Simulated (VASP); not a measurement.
# GaN (Fm-3m) in VASP: a series of runs

GaN is run at these levels: PBE; tasks: single point.

Program: VASP 6.6.1. These are calculated values, not measurements. Logs are shortened: lines on timing, memory, paths and dates and some standing lists are left out, and cuts for length are marked.

## (1) The cell of the first run

It takes space group Fm-3m (No. 225, cubic). The conventional cell has a = 4.048 Å, b = 4.048 Å, c = 4.048 Å, α = 90.00°, β = 90.00°, γ = 90.00°. Ga (site symmetry m-3m) has 6 N at 2.02 Å within 2.7 Å. N (site symmetry m-3m) has 6 Ga at 2.02 Å within 2.7 Å.

## (2) Single point, PBE (strain -4.0%)

Contents of INCAR:

```
  PREC = Accurate
  ENCUT = 520
  EDIFF = 1E-7
  ISMEAR = -1
  SIGMA = 0.02
  LREAL = F
  LASPH = T
  NELM = 60
  ALGO = Normal
  ISIF = 2
  LWAVE = F
  LCHARG = F
  GGA = PE
  NBANDS = 16
```

Contents of KPOINTS:

```
regular mesh
0
Gamma
  10 10 10
```

Contents of POSCAR:

```
GaN
1.0
    0.0000000000      2.0241746249      2.0241746249
    2.0241746249      0.0000000000      2.0241746249
    2.0241746249      2.0241746249      0.0000000000
Ga N
1 1
Direct
    0.0000000000      0.0000000000      0.0000000000
    0.5000000000      0.5000000000      0.5000000000
```

Potentials or basis: VASP PAW PBE potentials, release 64 (Ga_d, N).

Command:

```console
cat potpaw_PBE.64/Ga_d/POTCAR potpaw_PBE.64/N/POTCAR > POTCAR
mpirun -np 1 vasp_std > vasp.out
```

OUTCAR:

```text
PREC = Accurate
   ENCUT = 520
   EDIFF = 1E-7
   ISMEAR = -1
   LREAL = F
   LASPH = T
   NELM = 60
   ISIF = 2
   GGA = PE

 ion  position               nearest neighbor table
   1  0.000  0.000  0.000-   2 2.02   2 2.02   2 2.02   2 2.02   2 2.02   2 2.02
   2  0.500  0.500  0.500-   1 2.02   1 2.02   1 2.02   1 2.02   1 2.02   1 2.02

  LATTYP: Found a face centered cubic cell.
 ALAT       =     4.0483492498

  Lattice vectors:

 A1 = (   0.0000000000,   2.0241746249,   2.0241746249)
 A2 = (   2.0241746249,   0.0000000000,   2.0241746249)
 A3 = (   2.0241746249,   2.0241746249,   0.0000000000)

Analysis of symmetry for initial positions (statically):
=====================================================================
 Subroutine PRICEL returns:
 Original cell was already a primitive cell.

 Routine SETGRP: Setting up the symmetry group for a
 face centered cubic supercell.

 Subroutine GETGRP returns: Found 48 space group operations
[... 9 lines left out ...]

 Routine SETGRP: Setting up the symmetry group for a
 face centered cubic supercell.

 Subroutine GETGRP returns: Found 48 space group operations
[... 11 lines left out ...]
                                     Primitive cell

  volume of cell :      16.5872

  direct lattice vectors                    reciprocal lattice vectors
     0.000000000  2.024174625  2.024174625    -0.247014261  0.247014261  0.247014261
     2.024174625  0.000000000  2.024174625     0.247014261 -0.247014261  0.247014261
     2.024174625  2.024174625  0.000000000     0.247014261  0.247014261 -0.247014261

  length of vectors
     2.862615207  2.862615207  2.862615207     0.427841251  0.427841251  0.427841251

  position of ions in fractional coordinates (direct lattice)
     0.000000000  0.000000000  0.000000000
     0.500000000  0.500000000  0.500000000

  ion indices of the primitive-cell ions
   primitive index   ion index
                 1           1
                 2           2

----------------------------------------------------------------------------------------

 KPOINTS: regular mesh

Automatic generation of k-mesh.
 Grid dimensions read from file:
 generate k-points for:   10   10   10

 Generating k-lattice:

  Cartesian coordinates                     Fractional coordinates (reciprocal lattice)
    -0.024701426  0.024701426  0.024701426     0.100000000  0.000000000  0.000000000
[... 48 lines left out ...]
   NGXF,Y,Z  is equivalent  to a cutoff of  27.88, 27.88, 27.88 a.u.
 SYSTEM =  unknown system
   PREC   = accura    normal or accurate (medium, high low for compatibility)
   ISTART =      0    job   : 0-new  1-cont  2-samecut
   ICHARG =      2    charge: 1-file 2-atom 10-const
   ISPIN  =      1    spin polarized calculation?
   LNONCOLLINEAR =      F non collinear calculations
   LSORBIT =      F    spin-orbit coupling
   LASPH  =      T    aspherical Exc in radial PAW
   ENCUT  =  520.0 eV  38.22 Ry    6.18 a.u.   5.32  5.32  5.32*2*pi/ulx,y,z
   NELM   =     60;   NELMIN=  2; NELMDL= -5     # of ELM steps
   EDIFF  = 0.1E-06   stopping-criterion for ELM
   LREAL  =      F    real-space projection
   EDIFFG = 0.1E-05   stopping-criterion for IOM
   NSW    =      0    number of steps for IOM
   IBRION =     -1    ionic relax: 0-MD 1-quasi-New 2-CG
   NFREE  =      0    steps in history (QN), initial steepest desc. (CG)
   ISIF   =      2    stress and relaxation
   ISYM   =      2    0-nonsym 1-usesym 2-fastsym
   POTIM  = 0.5000    time-step for ionic-motion
   TEBEG  =    0.0;   TEEND  =   0.0 temperature during run
   PSTRESS=    0.0 pullay stress
   NELECT =      18.0000    total number of electrons
   NUPDOWN=      -1.0000    fix difference up-down
   EMIN   =  10.00;   EMAX   =-10.00  energy-range for DOS
   EFERMI =   0.00;   METHOD = LEGACY
   ISMEAR =    -1;   SIGMA  =   0.02  broadening in eV -4-tet -1-fermi 0-gaus
   EFERMI_NEDOS =   21; number of points for ismear=-14 and -15
   IALGO  =     38    algorithm
   IMIX   =      4    mixing-type and parameters
     AMIX     =   0.40;   BMIX     =  1.00
     AMIX_MAG =   1.60;   BMIX_MAG =  1.00
  volume/ion in A,a.u.               =       8.29        55.97
  Fermi-wavevector in a.u.,A,eV,Ry     =   1.682316  3.179117 38.507054  2.830189
  Thomas-Fermi vector in A             =   2.765717
   LORBIT       =      0    0 simple, 1 ext, 2 COOP (PROOUT), +10 PAW based schemes
   GGA     = PE    functional components
   LHFCALC =     F    Hartree Fock is set to
   AEXX    =    0.0000 exact exchange contribution
   IVDW    =     0    specifies the selected vdW correction
   LEPSILON=     F    determine dielectric tensor
   LRPA    =     F    only Hartree local field effects (RPA)
 non-spin polarized calculation
  energy-cutoff  :      520.00
  volume of cell :       16.59
 maximum number of plane-waves:       459
 NGX is ok and might be reduce to    24
   NGX = 11   NGY = 11   NGZ = 11

 number of electron      18.0000005 magnetization

 Free energy of the ion-electron system (eV)
  ---------------------------------------------------
  ext. energy  EPLUGINS =         0.00000000
  ---------------------------------------------------
  free energy    TOTEN  =       -10.81987312 eV

  energy without entropy =      -10.81987312  energy(sigma->0) =      -10.81987312

 E-fermi :  10.0743     XC(G=0): -13.8345

 val. band max:        9.5990620716   @ k =  -0.2000   0.2000   0.0000
 cond. band min:      11.0812346498   @ k =   0.5000   0.5000   0.0000
 fundamental gap:      1.4821725783
 Fermi energy:        10.0742678334

 k-point     1 :       0.0000    0.0000    0.0000
  band No.  band energies     occupation
      1      -9.0708      2.00000
      2      -4.3566      2.00000
      3      -4.3566      2.00000
      4      -4.3566      2.00000
      5      -4.2246      2.00000
      6      -4.2246      2.00000
[... 433 lines left out ...]
      3      -4.1771      2.00000
      4      -4.1258      2.00000
      5      -4.0262      2.00000
      6      -3.3220      2.00000
[... 8 lines left out ...]
     15      36.2056      0.00000
     16      38.0303      0.00000

 [... further k-points ...]
[... 5 lines left out ...]
  --------------------------------------------------------------------------------------
  -------------------------------------------------------------------------------------
  Total        5.0664114      5.0664114      5.0664114      0.0000000      0.0000000     -0.0000000
  in kB      489.3697350    489.3697350    489.3697350      0.0000000      0.0000000     -0.0000000
  external PRESSURE =     489.3697350 kB  Pullay stress =       0.0000000 kB

 VOLUME and BASIS-vectors are now :
 -----------------------------------------------------------------------------
  energy-cutoff  :      520.00
  volume of cell :       16.59
      direct lattice vectors                 reciprocal lattice vectors
     0.000000000  2.024174625  2.024174625    -0.247014261  0.247014261  0.247014261
     2.024174625  0.000000000  2.024174625     0.247014261 -0.247014261  0.247014261
     2.024174625  2.024174625  0.000000000     0.247014261  0.247014261 -0.247014261

 POSITION                                       TOTAL-FORCE (eV/Angst)
 -----------------------------------------------------------------------------------
      0.00000      0.00000      0.00000         0.000000      0.000000     -0.000000
      2.02417      2.02417      2.02417        -0.000000     -0.000000      0.000000
 -----------------------------------------------------------------------------------
    total drift:                                0.000000     -0.000000     -0.000000

  FREE ENERGIE OF THE ION-ELECTRON SYSTEM (eV)
  ---------------------------------------------------
  free  energy   TOTEN  =       -10.8198731211 eV

  energy  without entropy=      -10.8198731211  energy(sigma->0) =      -10.81987312
```

OSZICAR:

```text
N       E                     dE             d eps       ncg     rms          rms(c)
DAV:   1     0.787055838189E+02    0.78706E+02   -0.91100E+03  1688   0.223E+03
DAV:   2    -0.836296578017E+01   -0.87069E+02   -0.80835E+02  1664   0.336E+02
DAV:   3    -0.127822347101E+02   -0.44193E+01   -0.44049E+01  1752   0.652E+01
DAV:   4    -0.128186076966E+02   -0.36373E-01   -0.36370E-01  1824   0.603E+00
DAV:   5    -0.128189879163E+02   -0.38022E-03   -0.38022E-03  1800   0.584E-01    0.779E+00
DAV:   6    -0.108467718799E+02    0.19722E+01   -0.41023E+00  2152   0.449E+01    0.247E+00
DAV:   7    -0.108344280356E+02    0.12344E-01   -0.30895E-01  1792   0.542E+00    0.164E+00
DAV:   8    -0.108216657853E+02    0.12762E-01   -0.24757E-02  1872   0.278E+00    0.401E-01
DAV:   9    -0.108199133715E+02    0.17524E-02   -0.67611E-03  1976   0.254E+00    0.954E-02
DAV:  10    -0.108198654676E+02    0.47904E-04   -0.36654E-04  1720   0.243E-01    0.328E-02
DAV:  11    -0.108198702930E+02   -0.48254E-05   -0.43486E-05  1848   0.101E-01    0.184E-02
DAV:  12    -0.108198731716E+02   -0.28786E-05   -0.23803E-06  2064   0.267E-02    0.385E-03
DAV:  13    -0.108198731211E+02    0.50512E-07   -0.17687E-07  1664   0.492E-03
   1 F= -.10819873E+02 E0= -.10819873E+02  d E =-.905866E-12
```

Wall time 34 s (1 thread of AMD EPYC 7R13, shared host); peak memory 0.12 GiB.

What came out:

```
Free energy            : -10.8199 eV
Pressure               : 48.9 GPa
Band gap on the k mesh : 1.48 eV, indirect (least direct gap 4.50 eV)
```

Caveat: the cell differs from its parent crystal (strain -4.0%).

## (3) Single point, PBE (strain -3.0%)

Contents of INCAR:

```
SYSTEM = GaN
  PREC = Accurate
  ENCUT = 520
  EDIFF = 1E-7
  ISMEAR = -1
  SIGMA = 0.02
  LREAL = .False.
  LASPH = .True.
  NELM = 100
  ALGO = Normal
  ISIF = 2
  LWAVE = .False.
  LCHARG = .False.
  GGA = PE
  NBANDS = 16
```

Contents of KPOINTS:

```
Automatic mesh
0
Gamma
  10 10 10
  0 0 0
```

Contents of POSCAR:

```
GaN
1.0
    0.0000000000      2.0452597773      2.0452597773
    2.0452597773      0.0000000000      2.0452597773
    2.0452597773      2.0452597773      0.0000000000
Ga N
1 1
Direct
    0.0000000000      0.0000000000      0.0000000000
    0.5000000000      0.5000000000      0.5000000000
```

Potentials or basis: VASP PAW PBE potentials, release 64 (Ga_d, N).

Command:

```console
cat potpaw_PBE.64/Ga_d/POTCAR potpaw_PBE.64/N/POTCAR > POTCAR
mpirun -np 1 vasp_std > vasp.out
```

It took 38 s on 1 thread of AMD EPYC 7R13, shared host; peak memory 0.12 GiB.

Results (log left out):

| Property | Result |
| --- | --- |
| Free energy | -10.9601 eV |
| Pressure | 36.9 GPa |
| Band gap on the k mesh | 1.27 eV, indirect (least direct gap 4.06 eV) |

Levels at points of the mesh, in eV from the valence-band top:
| k point | band 7 | band 8 | band 9 | band 10 | band 11 | band 12 |
| --- | --- | --- | --- | --- | --- | --- |
| (0.00, 0.00, 0.00) | -0.61 | -0.61 | -0.61 | 3.45 | 15.34 | 15.34 |
| (0.50, 0.00, 0.00) | -8.74 | -0.14 | -0.14 | 5.15 | 9.70 | 9.70 |
| (0.50, 0.50, 0.00) | -7.90 | -3.40 | -3.40 | 1.27 | 7.97 | 12.96 |

Caveat: the cell differs from its parent crystal (strain -3.0%).

## (4) Single point, PBE (strain -1.0%)

Edit INCAR of step 3 so:

```diff
@@ -3,3 +3,3 @@
   ENCUT = 520
-  EDIFF = 1E-7
+  EDIFF = 1E-6
   ISMEAR = -1
@@ -8,3 +8,3 @@
   LASPH = .True.
-  NELM = 100
+  NELM = 80
   ALGO = Normal
```

KPOINTS is that of step 3.

Contents of POSCAR:

```
GaN
1.0
    0.0000000000      2.0874300820      2.0874300820
    2.0874300820      0.0000000000      2.0874300820
    2.0874300820      2.0874300820      0.0000000000
Ga N
1 1
Direct
    0.0000000000      0.0000000000      0.0000000000
    0.5000000000      0.5000000000      0.5000000000
```

Command:

```console
cat potpaw_PBE.64/Ga_d/POTCAR potpaw_PBE.64/N/POTCAR > POTCAR
mpirun -np 1 vasp_std > vasp.out
```

Run time: 35 s. Hardware: 1 thread of AMD EPYC 7R13, shared host; peak memory 0.12 GiB.

The run converged. Its results:

* Free energy: -11.1397 eV
* Pressure: 17.1 GPa
* Band gap on the k mesh: 0.86 eV, indirect (least direct gap 3.22 eV)

Levels at points of the mesh, in eV from the valence-band top:
```
           k point  band 7  band 8  band 9  band 10  band 11  band 12
(0.00, 0.00, 0.00)   -0.53   -0.53   -0.53     2.70    14.97    14.97
(0.50, 0.00, 0.00)   -8.42   -0.14   -0.14     4.88     9.34     9.34
(0.50, 0.50, 0.00)   -7.39   -3.15   -3.15     0.86     7.90    12.33
```

Caveat: the cell differs from its parent crystal (strain -1.0%). A k mesh can miss the band edges.

## (5) Summary

| cell | gap on the mesh (eV) | pressure (GPa) |
| --- | --- | --- |
| a = 2.863 Å, angles 60.0°, 2 atoms | 1.48 | 48.9 |
| a = 2.892 Å, angles 60.0°, 2 atoms | 1.27 | 36.9 |
| a = 2.952 Å, angles 60.0°, 2 atoms | 0.86 | 17.1 |

Alike in all rows: task single point; level PBE; potentials or basis VASP PAW PBE potentials, release 64 (Ga_d, N); no spin polarisation; k mesh 10 × 10 × 10; cutoff (eV) 520; smearing fermi-dirac 0.02 eV.

Absolute energies hang on the potentials; compare differences alone.
